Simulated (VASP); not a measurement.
Set up this calculation in VASP 6.6.1, as the native input.

```yaml
Task: single point
Functional: PBEsol
Potentials_or_basis: VASP PAW PBE potentials, release 64 (Hf_pv, Sc_sv)
Cutoff: 520 eV
k_mesh: 10 × 10 × 6
Occupations: fermi-dirac, width 0.15 eV
Spin: no spin polarisation
Dipole_correction: no
Further_INCAR_settings: ALGO = Normal; EDIFF = 1e-07; NBANDS = 18
```

The structure of HfSc lies in POSCAR:

```
HfSc
1.0
    3.2827580475      0.0000000000      0.0000000000
   -1.6413790238      2.8429526424      0.0000000000
    0.0000000000      0.0000000000      5.1712962947
Hf Sc
1 1
Direct
    0.6666666667      0.3333333333      0.5000000000
    0.3333333333      0.6666666667      0.0000000000
```

These files were run (other wordings do the same):

INCAR

```
SYSTEM = HfSc
ALGO = Normal ; EDIFF = 1E-7
ENCUT = 520 ; GGA = PS
ISIF = 2 ; ISMEAR = -1
LASPH = .TRUE. ; LCHARG = .TRUE.
LELF = .TRUE. ; LREAL = .FALSE.
LVHAR = .TRUE. ; LWAVE = .FALSE.
NBANDS = 18 ; NELM = 60
PREC = Accurate ; SIGMA = 0.15
```

KPOINTS

```
k-points
0
G
  10 10 6
  0 0 0
```

Potentials or basis: VASP PAW PBE potentials, release 64 (Hf_pv, Sc_sv).

Run with:

```sh
$ cat potpaw_PBE.64/Hf_pv/POTCAR potpaw_PBE.64/Sc_sv/POTCAR > POTCAR
$ mpirun -np 1 vasp_std > vasp.out
```

Results of the run:

```yaml
Pressure: -5.9 GPa
```

Caveat: the PAW data sets were made with another functional, which shifts forces and pressure a little.

Run time: 35 s on 1 thread of Intel(R) Xeon(R) Platinum 8259CL CPU @ 2.50GHz (Skylake/Cascade Lake), with other jobs on the host, peak memory 0.19 GiB.
